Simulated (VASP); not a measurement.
# AlSi62 (a cell with a defect) in VASP: further runs, part 2 of 2

VASP 6.6.1. The steps go on from the part before.

### 3 Single point, PBE+D3(BJ)

INCAR

```
SYSTEM = AlSi62
ALGO = Normal ; EDIFF = 1E-6
ENCUT = 520 ; GGA = PE
ISIF = 2 ; ISMEAR = 0
IVDW = 12 ; LASPH = .True.
LCHARG = .False. ; LREAL = Auto
LWAVE = .False. ; NBANDS = 162
NELECT = 252.0 ; NELM = 100
PREC = Accurate ; SIGMA = 0.05
```

KPOINTS

```
k-points
0
Gamma
  1 1 1
  0 0 0
```

POSCAR

```
AlSi62
1.0
   10.8600000000      0.0000000000      0.0000000000
    0.0000000000     10.8600000000      0.0000000000
    0.0000000000      0.0000000000     10.8600000000
Si Al
62 1
Direct
    0.5023616943     -0.0037804788     -0.0022589319
    0.6240628913      0.1231599448      0.1247026703
    0.7512705341      0.2476347145      0.0002308471
    0.8758434622      0.3745360037      0.1244439227
    0.7508047882      0.0003001842      0.2499692449
    0.8713778085      0.1311695212      0.3808296501
    0.0016385820     -0.0015695212      0.0012404236
    0.1246035912      0.1256136280      0.1272627072
    0.2523267035      0.2476348987      0.0007901473
    0.3763498158      0.3748837017      0.1236621547
    0.5065506446      0.4956058011     -0.0071759669
    0.6279925414      0.6220858195      0.1204255985
    0.7549002762      0.7412541436     -0.0090854512
    0.8746404236      0.8723615101      0.1223090239
    0.2507188766     -0.0003774401      0.2494842541
    0.3725864641      0.1258805709      0.3756344383
    0.4990678637      0.2486996317      0.2489177716
    0.6245734807      0.3736331492      0.3734437385
    0.7509418969      0.4992763352      0.2492617864
    0.8762589319      0.6261865562      0.3731689687
    0.4990794659     -0.0010531308      0.4981860958
    0.6245101289      0.1234785451      0.6232503683
    0.7480670350      0.2613539595      0.5111603131
    0.7509709945     -0.0004569061      0.7490856354
    0.8764042357      0.1229161142      0.8763979742
    0.0033453039      0.4988987109      0.0008393186
    0.1272210866      0.6262093002      0.1253518416
    0.2536621547      0.7481982505     -0.0019938306
    0.3760481584      0.8742611418      0.1240619705
   -0.0012832413      0.2513569061      0.2528104972
    0.1174306630      0.3789939227      0.3820713628
    0.2488858195      0.4989455801      0.2512186004
    0.3759389503      0.6252331492      0.3723930018
    0.5024136280      0.7478773481      0.2458775322
    0.6242409761      0.8747798343      0.3727209945
   -0.0013710866      0.0031960405      0.5011433702
    0.1171600368      0.1327010129      0.6287396869
    0.2464310313      0.2514889503      0.5011665746
    0.3750599448      0.3744063536      0.6241767956
    0.4998410681      0.4986700737      0.4976965930
    0.6355447514      0.6143048803      0.6220758748
    0.7511720074      0.7504431860      0.4975902394
    0.8758312155      0.8747268877      0.6243400552
    0.2485727440      0.0018313996      0.7485727440
    0.3759422652      0.1226274401      0.8749425414
    0.4998548803      0.2477897790      0.7482489871
    0.6362980663      0.3719223757      0.8632582873
    0.8799254144      0.6115294659      0.8613166667
    0.0013314917      0.7513278085      0.2487029466
    0.1244757827      0.8775093923      0.3754965009
   -0.0114236648      0.5040810313      0.5115424494
    0.1273132597      0.6266067219      0.6233194291
    0.2520069982      0.7508493554      0.4974360958
    0.3757878453      0.8742618785      0.6244279006
   -0.0112052486      0.2615417127      0.7547622468
    0.1276345304      0.3735563536      0.8767730203
    0.2504110497      0.4992563536      0.7490875691
    0.3785252302      0.6224258748      0.8721875691
    0.5058758748      0.7438593923      0.7455069982
    0.6279366483      0.8708824125      0.8719223757
    0.0032509208      0.7509735727      0.7486118785
    0.1273879374      0.8753960405      0.8757388582
    0.8322496317      0.4220849908      0.6731832413
```

Potentials or basis: VASP PAW PBE potentials, release 64 (Si, Al).

Launch:

```console
cat potpaw_PBE.64/Si/POTCAR potpaw_PBE.64/Al/POTCAR > POTCAR
mpirun -np 1 vasp_gam > vasp.out
```

It took 3 min on 1 thread of AMD EPYC 9R45 (Zen 5), shared host; peak memory 0.99 GiB.

It converged, with:

```
Free energy                : -344.5166 eV
Largest force              : 0.253 eV/Å
Dispersion energy per atom : -0.313 eV
```

Forces on the atoms (eV/Å):
```
Si  -0.001  0.002  0.003
Si  -0.004  0.001  0.000
Si   0.007  0.001  0.000
Si   0.000 -0.003  0.005
Si   0.006  0.018  0.020
Si  -0.006  0.015  0.016
Si  -0.003  0.002  0.004
Si  -0.005  0.002  0.001
Si  -0.001  0.006  0.006
Si  -0.004 -0.001  0.004
Si  -0.005  0.008  0.007
Si  -0.004  0.003  0.011
Si  -0.014  0.028  0.029
Si  -0.002  0.018  0.016
Si   0.001  0.001  0.001
Si   0.001  0.000  0.000
Si   0.001  0.005  0.002
Si  -0.004 -0.002  0.001
Si  -0.001 -0.002  0.006
Si   0.000  0.006  0.000
Si   0.001  0.000  0.006
Si  -0.004  0.000 -0.002
Si  -0.010  0.007  0.006
Si  -0.002  0.002 -0.002
Si  -0.002  0.005  0.002
Si   0.002 -0.010  0.009
Si  -0.007 -0.002 -0.003
Si  -0.002  0.001  0.003
Si  -0.004  0.000  0.000
Si  -0.002  0.001  0.008
Si   0.006 -0.006 -0.005
Si   0.003  0.010  0.003
Si  -0.001  0.004  0.007
Si  -0.002  0.004  0.003
Si  -0.004  0.000  0.003
Si  -0.003  0.005  0.001
Si   0.010 -0.009 -0.003
Si   0.001  0.001  0.001
Si  -0.003 -0.001 -0.002
Si   0.003  0.001  0.004
Si  -0.008  0.003  0.002
Si   0.006 -0.007  0.003
Si   0.000  0.004 -0.003
Si   0.006 -0.005  0.007
Si  -0.002  0.006  0.003
Si  -0.006 -0.001  0.002
Si  -0.016  0.001  0.009
Si  -0.008  0.025  0.021
Si   0.000  0.004  0.000
Si  -0.005  0.000  0.001
Si   0.024  0.013 -0.028
Si   0.004  0.002 -0.002
Si   0.001  0.006  0.003
Si   0.004 -0.002  0.003
Si   0.023 -0.028  0.001
Si  -0.002 -0.002 -0.001
Si  -0.001  0.000 -0.001
Si  -0.004  0.005  0.004
Si   0.005 -0.004  0.001
Si  -0.005  0.007  0.004
Si   0.004  0.010 -0.007
Si  -0.009 -0.003 -0.002
Al   0.042 -0.158 -0.193
```

Levels at points of the mesh, in eV from the Fermi level:
```
           k point  band 124  band 125  band 126  band 127  band 128  band 129
(0.00, 0.00, 0.00)     -0.89     -0.69      0.00      0.00      0.16      0.17
```

Caveat: the k points lie up to 0.58 Å⁻¹ apart; the cell carries a net charge on a neutralising background, which shifts energy and pressure; the cell is charged against a uniform background, so pressure and absolute levels hang on convention.
